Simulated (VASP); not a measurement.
A run of VASP 6.6.1:

Contents of INCAR:

```
SYSTEM = Al4Cu2H
  PREC = Accurate
  ENCUT = 520
  EDIFF = 1E-7
  ISMEAR = 0
  SIGMA = 0.1
  LREAL = .FALSE.
  LASPH = .TRUE.
  NELM = 100
  ALGO = Normal
  ISIF = 2
  LWAVE = .FALSE.
  LCHARG = .FALSE.
  LDIPOL = .TRUE.
  IDIPOL = 3
  DIPOL = 0.5 0.5 0.335
  GGA = PE
  IBRION = 2
  NSW = 36
  EDIFFG = -0.025
  KPAR = 2
```

Contents of KPOINTS:

```
Automatic mesh
0
G
  9 9 1
  0 0 0
```

Contents of POSCAR:

```
Al4Cu2H
1.0
    4.0889418899      0.0000000000      0.0000000000
    2.0442840433      3.5412354524      0.0000000000
    0.0000000000      0.0000000000     20.3610078836
Al Cu H
4 2 1
Selective dynamics
Direct
    0.6667174561      0.6667174561      0.1964539291  F F F
    0.3334044385      0.3334044385      0.2784404877  F F F
    0.0000542489      0.0000542489      0.3605162434  F F F
    0.6667259434      0.6667259434      0.4351949537  F F F
    0.0000609473      0.0000609473      0.2374472084  F F F
    0.3333908767      0.3333908767      0.4027831442  F F F
    0.7778370545      1.0000592768      0.4357537590  F F T
```

Potentials or basis: VASP PAW PBE potentials, release 64 (Al, Cu, H).

Launch:

```bash
$ cat potpaw_PBE.64/Al/POTCAR potpaw_PBE.64/Cu/POTCAR potpaw_PBE.64/H/POTCAR > POTCAR
$ mpirun -np 2 vasp_std > vasp.out
```

Hardware: 2 MPI ranks on Intel(R) Xeon(R) 6975P-C (Granite Rapids), on a shared host.

Problem. Estimate the wall time of this run.

Solution. Wall time 14 min on 2 MPI ranks on Intel(R) Xeon(R) 6975P-C (Granite Rapids), with other jobs on the host, peak memory 0.55 GiB a rank. Counts: scf iterations 117, k points 41, ion steps 6.
